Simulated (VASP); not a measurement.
# Hf2Si3N (R-3m) in VASP: notebook, part 2 of 2

VASP 6.6.1. Earlier steps stand in the parts before.

**3. Single point, PBE**

This run uses another cell than the first one, of 16.54 Å³/atom, 1.111 times its volume.

The input, INCAR:

```
SYSTEM = Hf2Si3N
PREC     = Accurate       ! precision mode
ENCUT    = 520            ! plane-wave cutoff, eV
EDIFF    = 1E-7           ! SCF threshold, eV
ISMEAR   = 0              ! smearing method
SIGMA    = 0.1            ! smearing width, eV
LREAL    = .FALSE.        ! projectors in reciprocal space
LASPH    = .TRUE.         ! aspherical terms in the spheres
NELM     = 100            ! most SCF steps
ALGO     = Normal         ! electronic algorithm
ISIF     = 2              ! what is computed and relaxed
LWAVE    = .FALSE.        ! write WAVECAR
LCHARG   = .FALSE.        ! write CHGCAR
GGA      = PE             ! functional
NBANDS   = 28             ! bands
```

The input, KPOINTS:

```
regular mesh
0
G
  6 6 6
  0 0 0
```

The input, POSCAR:

```
Hf2Si3N
1.0
    2.6257887000      1.5159998100      4.1554631700
   -2.6257887000      1.5159998100      4.1554631700
    0.0000000000     -3.0319996300      4.1554631700
Hf Si N
2 3 1
Direct
    0.6237660100      0.6237660100      0.6237660100
    0.3762339900      0.3762339900      0.3762339900
    0.0000000000      0.5000000000      0.0000000000
    0.5000000000      0.0000000000      0.0000000000
    0.0000000000      0.0000000000      0.5000000000
    0.0000000000      0.0000000000      0.0000000000
```

Potentials or basis: VASP PAW PBE potentials, release 64 (Hf_pv, Si, N).

Started as:

```console
> cat potpaw_PBE.64/Hf_pv/POTCAR potpaw_PBE.64/Si/POTCAR potpaw_PBE.64/N/POTCAR > POTCAR
> mpirun -np 1 vasp_std > vasp.out
```

OUTCAR:

```text
SYSTEM = Hf2Si3N
   PREC = Accurate
   ENCUT = 520
   EDIFF = 1E-7
   ISMEAR = 0
   LREAL = .FALSE.
   LASPH = .TRUE.
   NELM = 100
   ISIF = 2
   GGA = PE

 ion  position               nearest neighbor table
   1  0.624  0.624  0.624-   5 3.02   4 3.02   3 3.02   4 3.05   3 3.05   5 3.05   5 3.05   3 3.05
                             4 3.05   2 3.09   2 3.22   2 3.22   2 3.22
   2  0.376  0.376  0.376-   5 3.02   4 3.02   3 3.02   4 3.05   3 3.05   5 3.05   5 3.05   4 3.05
                             3 3.05   1 3.09   1 3.22   1 3.22   1 3.22
   3  0.000  0.500  0.000-   4 2.63   4 2.63   5 2.63   5 2.63   1 3.02   2 3.02   2 3.05   1 3.05
                             2 3.05   1 3.05
   4  0.500  0.000  0.000-   3 2.63   3 2.63   5 2.63   5 2.63   1 3.02   2 3.02   2 3.05   1 3.05
                             2 3.05   1 3.05
   5  0.000  0.000  0.500-   3 2.63   4 2.63   3 2.63   4 2.63   1 3.02   2 3.02   2 3.05   1 3.05
                             2 3.05   1 3.05
   6  0.000  0.000  0.000-

  LATTYP: Found a trigonal (rhomboedric) cell.
 ALAT       =     5.1440155402
 COS(alpha) =     0.4788712877

  Lattice vectors:

 A1 = (   2.6257887000,   1.5159998100,   4.1554631700)
 A2 = (  -2.6257887000,   1.5159998100,   4.1554631700)
 A3 = (   0.0000000000,  -3.0319996300,   4.1554631700)

Analysis of symmetry for initial positions (statically):
=====================================================================
 Subroutine PRICEL returns:
 Original cell was already a primitive cell.

 Routine SETGRP: Setting up the symmetry group for a
 trigonal (rhombohedral) supercell.

 Subroutine GETGRP returns: Found 12 space group operations
 (whereof 12 operations were pure point group operations)
 out of a pool of 12 trial point group operations.

The static configuration has the point symmetry D_3d.

Analysis of symmetry for dynamics (positions and initial velocities):
=====================================================================
 Subroutine PRICEL returns:
 Original cell was already a primitive cell.

[... 133 lines left out ...]
   IMIX   =      4    mixing-type and parameters
     AMIX     =   0.40;   BMIX     =  1.00
     AMIX_MAG =   1.60;   BMIX_MAG =  1.00
  volume/ion in A,a.u.               =      16.54       111.63
  Fermi-wavevector in a.u.,A,eV,Ry     =   1.178236  2.226543 18.888145  1.388240
  Thomas-Fermi vector in A             =   2.314568
   LORBIT       =      0    0 simple, 1 ext, 2 COOP (PROOUT), +10 PAW based schemes
   GGA     = PE    functional components
   LHFCALC =     F    Hartree Fock is set to
   AEXX    =    0.0000 exact exchange contribution
   IVDW    =     0    specifies the selected vdW correction
   LEPSILON=     F    determine dielectric tensor
   LRPA    =     F    only Hartree local field effects (RPA)
 non-spin polarized calculation
 Gauss-broadening in eV      SIGMA  =   0.10
  energy-cutoff  :      520.00
  volume of cell :       99.25
 maximum number of plane-waves:      2709
 NGX is ok and might be reduce to    40
   NGX = 19   NGY = 19   NGZ = 19

 number of electron      37.0000000 magnetization

 Free energy of the ion-electron system (eV)
  ---------------------------------------------------
  ext. energy  EPLUGINS =         0.00000000
  ---------------------------------------------------
  free energy    TOTEN  =       -42.11605261 eV

  energy without entropy =      -42.09094783  energy(sigma->0) =      -42.10350022

 E-fermi :   7.0897     XC(G=0): -11.1565

 val. band max:        7.0816272883   @ k =  -0.3333   0.3333   0.1667
 cond. band min:       7.0969056136   @ k =  -0.1667   0.5000   0.1667
 fundamental gap:      0.0152783253
 Fermi energy:         7.0897302762

 k-point     1 :       0.0000    0.0000    0.0000
  band No.  band energies     occupation
      1     -24.0903      2.00000
      2     -24.0903      2.00000
      3     -24.0466      2.00000
      4     -23.9134      2.00000
      5     -23.9134      2.00000
      6     -23.7756      2.00000
[... 733 lines left out ...]
     27      10.8464      0.00000
     28      11.2211      0.00000

 [... further k-points ...]
[... 5 lines left out ...]
  --------------------------------------------------------------------------------------
  -------------------------------------------------------------------------------------
  Total       -7.3938871     -7.3938871     -9.5676916      0.0000000      0.0000000      0.0000000
  in kB     -119.3586196   -119.3586197   -154.4500803      0.0000000      0.0000001      0.0000000
  external PRESSURE =    -131.0557732 kB  Pullay stress =       0.0000000 kB

 VOLUME and BASIS-vectors are now :
 -----------------------------------------------------------------------------
  energy-cutoff  :      520.00
  volume of cell :       99.25
      direct lattice vectors                 reciprocal lattice vectors
     2.625788700  1.515999810  4.155463170     0.190418978  0.109938448  0.080215687
    -2.625788700  1.515999810  4.155463170    -0.190418978  0.109938448  0.080215687
     0.000000000 -3.031999630  4.155463170     0.000000000 -0.219876896  0.080215687

 POSITION                                       TOTAL-FORCE (eV/Angst)
 -----------------------------------------------------------------------------------
      0.00000     -0.00000      7.77611        -0.000000     -0.000000      0.101505
      0.00000     -0.00000      4.69028        -0.000000      0.000000     -0.101505
     -1.31289      0.75800      2.07773        -0.000000     -0.000000     -0.000000
      1.31289      0.75800      2.07773        -0.000000     -0.000000     -0.000000
      0.00000     -1.51600      2.07773         0.000000     -0.000000     -0.000000
      0.00000      0.00000      0.00000        -0.000000     -0.000000     -0.000000
 -----------------------------------------------------------------------------------
    total drift:                                0.000000      0.000000     -0.000000

  FREE ENERGIE OF THE ION-ELECTRON SYSTEM (eV)
  ---------------------------------------------------
  free  energy   TOTEN  =       -42.1160526107 eV

  energy  without entropy=      -42.0909478277  energy(sigma->0) =      -42.10350022
```

stdout:

```text
POSCAR found type information on POSCAR HfSiN
 POSCAR found :  3 types and       6 ions
 scaLAPACK will be used
 LDA part: xc-table for (Slater+PW92), standard interpolation
 POSCAR, INCAR and KPOINTS ok, starting setup
 FFT: planning ... GRIDC
 FFT: planning ... GRID_SOFT
 FFT: planning ... GRID
 WAVECAR not read
 entering main loop
```

Wall time 52 s (1 thread of AMD EPYC 9R45 (Zen 5), shared host); peak memory 0.24 GiB.

What came out:

```yaml
Free_energy: -42.1161 eV
Pressure: -13.1 GPa
Largest_force: 0.102 eV/Å
```

Forces in eV/Å, atoms in the order of the input:
```
Hf   0.000  0.000  0.102
Hf   0.000  0.000 -0.102
Si   0.000  0.000  0.000
Si   0.000  0.000  0.000
Si   0.000  0.000  0.000
N    0.000  0.000  0.000
```

Stress tensor (GPa, compression positive):
```
-11.94   0.00   0.00
  0.00 -11.94   0.00
  0.00   0.00 -15.45
```

Caveat: spin-orbit coupling is left out, which moves the levels of the heavy elements.
